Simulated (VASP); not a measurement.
Crystal: SbP5.

```
Sb P
1.0
     4.13017    0.00000    0.00000
    -2.06508    3.57683    0.00000
     0.00000    0.00000   10.49636
Sb P
1 5
Cartesian
  0.0000 0.0000 5.2482
  0.0000 2.3846 0.0000
  2.0651 1.1923 0.0000
  0.0000 0.0000 0.0000
  0.0000 2.3846 5.2482
  2.0651 1.1923 5.2482
```

The cell was generated, and may not be a known phase.

```yaml
Program: VASP 6.6.1
Task: relaxation of cell and atoms
Functional: PBE
Potentials_or_basis: VASP PAW PBE potentials, release 64 (Sb, P)
Cutoff: 600 eV
k_mesh: 6 × 6 × 2
Occupations: gaussian, width 0.1 eV
Spin: no spin polarisation
```

At the start: pressure 20.7 GPa; volume 25.84 Å³/atom.

**Question.** Where does the relaxation end?

**Answer.** Over 22 steps the energy falls by 830.0 meV/atom and the volume is 17.42 Å³/atom (-32.6 %); space group P6/mmm (No. 191, to 0.1 Å) before and after.

The path:
```tsv
step	energy change (eV)	largest force (eV/Å)	pressure (GPa)	volume (Å³)
1	0.0000	0.0000	20.69	155.06
2	0.2816	0.0000	-7.67	238.89
3	-2.4447	0.0000	-1.01	187.89
4	-2.4539	0.0000	-0.41	186.22
5	-2.4549	0.0000	-0.12	185.46
6	-2.4563	0.0000	-0.12	184.89
7	-2.4605	0.0000	-0.13	183.19
8	-2.4700	0.0000	-0.15	179.80
9	-2.4930	0.0000	-0.21	173.00
10	-2.5560	0.0000	-0.35	159.40
11	-2.8709	0.0000	-0.35	132.18
12	-0.5814	0.0000	51.67	77.68
13	-3.0250	0.0000	-0.18	127.21
14	-4.4706	0.0000	5.23	102.45
15	-4.2361	0.0000	17.86	90.07
16	-4.6943	0.0000	8.09	97.91
17	-4.6995	0.0000	9.61	96.15
18	-4.7404	0.0000	8.77	96.71
19	-4.8411	0.0000	6.44	98.37
20	-4.9565	0.0000	2.56	101.75
21	-4.9180	0.0000	-3.49	108.71
22	-4.9802	0.0000	-0.12	104.53
```

Final structure:
```yaml
crystal:
  lattice:
    - [4.69995, 0.00000, 0.00000]
    - [-2.34998, 4.07028, 0.00000]
    - [0.00000, 0.00000, 5.46392]
  atoms:
    - { symbol: Sb, position: [0.00000, 0.00000, 0.50000] }
    - { symbol: P, position: [0.33333, 0.66667, 0.00000] }
    - { symbol: P, position: [0.66667, 0.33333, 0.00000] }
    - { symbol: P, position: [0.00000, 0.00000, 0.00000] }
    - { symbol: P, position: [0.33333, 0.66667, 0.50000] }
    - { symbol: P, position: [0.66667, 0.33333, 0.50000] }
```

Caveat: the volume moved by over 15 % at a fixed basis, so the end points are rough.
